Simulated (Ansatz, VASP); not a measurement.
Cu5Mo: VASP beside Ansatz

```
Cu Mo
1.0
     2.64000    0.00000    0.00000
    -1.32000    2.28631    0.00000
     0.00000    0.00000   12.93000
Cu Mo
5 1
Direct
  0.66667 0.33333 0.83333
  0.33333 0.66667 0.66667
  0.33333 0.66667 0.16667
  0.66667 0.33333 0.33333
  0.00000 0.00000 0.50000
  0.00000 0.00000 0.00000
```

Alike in both runs: task relaxation of cell and atoms; functional PBE; k mesh 7 × 7 × 2; occupations gaussian, width 0.2 eV; no spin polarisation.

|  | VASP | Ansatz |
| --- | --- | --- |
| version | VASP 6.6.1 | Ansatz 0.2.0 |
| potentials or method | VASP PAW PBE potentials, release 64 (Cu, Mo_sv), cutoff 600 eV | scalar-relativistic, plane waves, PAW |
| valence electrons in the cell | 69 | 109 |

|  | VASP | Ansatz | Ansatz less VASP |
| --- | --- | --- | --- |
| gap on the k mesh at the Fermi level, each at its own relaxed structure (eV) | none | none | - |
| relaxed volume (Å³/atom) | 12.96 | 12.85 | -0.108 |
| relaxed cell length with the largest relative difference (Å) | 2.642 | 2.630 | -0.0120 |

A gap of «none» marks a metal or a gap that the smearing closes. VASP's potentials hold 69 valence electrons a cell and Ansatz's 109, so a difference there can come from the potentials and not from the codes.

The k mesh is coarse, so the values compare programs but aren't converged.
